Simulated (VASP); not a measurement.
Crystal: TiAl.

```
Ti Al
1.0
     2.86726    0.00000    0.00000
    -1.43363    2.48312    0.00000
     0.00000    0.00000    4.67808
Ti Al
1 1
Direct
  0.00000 0.00000 0.00000
  0.33333 0.66667 0.50000
```

Base run:

| Property | Result |
| --- | --- |
| Program | VASP 6.6.1 |
| Functional | PBEsol |
| Potentials or basis | VASP PAW PBE potentials, release 64 (Ti_sv, Al) |
| Cutoff | 520 eV |
| k mesh | 11 × 11 × 6 |
| Occupations | fermi-dirac, width 0.05 eV |
| Spin | no spin polarisation |

Its results: pressure -2.9 GPa.

Q: After a change of settings the same cell gave: pressure 0.2 GPa. Which change was it?
A. functional from PBEsol to PBE
B. functional from PBEsol to r2SCAN; further incar settings from ALGO = Normal; EDIFF = 1e-07; NBANDS = 14 to ALGO = Normal; EDIFF = 1e-06; NBANDS = 14
C. further incar settings from ALGO = Normal; EDIFF = 1e-07; NBANDS = 14 to ALGO = Fast; EDIFF = 1e-07; NBANDS = 14
D. occupations from fermi-dirac, width 0.05 eV to gaussian, width 0.05 eV; further incar settings from ALGO = Normal; EDIFF = 1e-07; NBANDS = 14 to ALGO = Normal; EDIFF = 1e-06; NBANDS = 14

A: A.

PBE binds less tightly than PBEsol, so the same cell stands under more pressure.

Caveats: the PAW data sets were made with another functional, which shifts forces and pressure a little (some runs).
